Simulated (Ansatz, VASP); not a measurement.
# SnO: VASP beside Ansatz

Contents of INCAR:

```
ALGO = Normal
DIPOL = 0.5 0.5 0.407
EDIFF = 1E-6
ENCUT = 520
GGA = PE
IDIPOL = 3
ISIF = 2
ISMEAR = 0
IVDW = 12
LASPH = T
LCHARG = F
LDIPOL = T
LREAL = F
LWAVE = F
NBANDS = 50
NELM = 60
PREC = Accurate
SIGMA = 0.05
```

The input KPOINTS:

```
k-points
0
Gamma
  7 7 1
```

Contents of POSCAR:

```
SnO
1.0
    3.8201630995      0.0000000000      0.0000000000
    0.0000000000      3.8201630995      0.0000000000
    0.0000000000      0.0000000000     22.2260821294
Sn O
4 4
Direct
    0.7500000000      0.2500000000      0.2024648327
    0.2500000000      0.7500000000      0.3087832136
    0.2500000000      0.7500000000      0.5044992185
    0.7500000000      0.2500000000      0.6108175994
    0.2500000000      0.2500000000      0.2556240231
    0.7500000000      0.7500000000      0.2556240231
    0.7500000000      0.7500000000      0.5576584089
    0.2500000000      0.2500000000      0.5576584089
```

Input for Ansatz:

```yaml
crystal:
  lattice:
    - [3.8201630995, 0.0, 0.0]
    - [0.0, 3.8201630995, 0.0]
    - [0.0, 0.0, 22.2260821294]
  atoms:
    - { symbol: Sn, position: [0.75, 0.25, 0.2024648327] }
    - { symbol: O, position: [0.25, 0.25, 0.2556240231] }
    - { symbol: O, position: [0.75, 0.75, 0.2556240231] }
    - { symbol: Sn, position: [0.25, 0.75, 0.3087832136] }
    - { symbol: Sn, position: [0.25, 0.75, 0.5044992185] }
    - { symbol: O, position: [0.75, 0.75, 0.5576584089] }
    - { symbol: O, position: [0.25, 0.25, 0.5576584089] }
    - { symbol: Sn, position: [0.75, 0.25, 0.6108175994] }
basis:
  ecutwfc: 420
kpoints:
  mp_grid: { grid: [7, 7, 1] }
hamiltonian:
  xc: pbe
  pseudopotentials: { kind: paw, azcp: { folder: soft_1 } }
  dispersion: d3bj
scf:
  occupations: { method: gaussian, width: 0.05 }
output:
  forces: true
  eigenvalues: true
  write_density: true
  write_potential: true
  elf: true
  volumetric_format: npy
efield:
  axis: 3
  dipole_correction: true
  ramp_width: 0.04
```

Alike in both runs: task single point; functional PBE; dispersion D3(BJ); k mesh 7 × 7 × 1; occupations gaussian, width 0.05 eV; no spin polarisation.

```csv
,VASP,Ansatz
version,VASP 6.6.1,Ansatz 0.2.0
potentials or method,"VASP PAW PBE potentials, release 64 (Sn_d, O), cutoff 520 eV","scalar-relativistic, plane waves, PAW"
valence electrons in the cell,80,80
```

VASP gave:

- gap on the k mesh at the Fermi level (eV): 2.52
- least direct gap on the mesh (eV): 2.58
- rms of the force components (eV/Å): 0.030

Problem. Which values does Ansatz return?

Solution. gap on the k mesh at the Fermi level (eV): 2.52; least direct gap on the mesh (eV): 2.62; rms of the force components (eV/Å): 0.011.

Ansatz's warnings: xc potential rough in thin density.
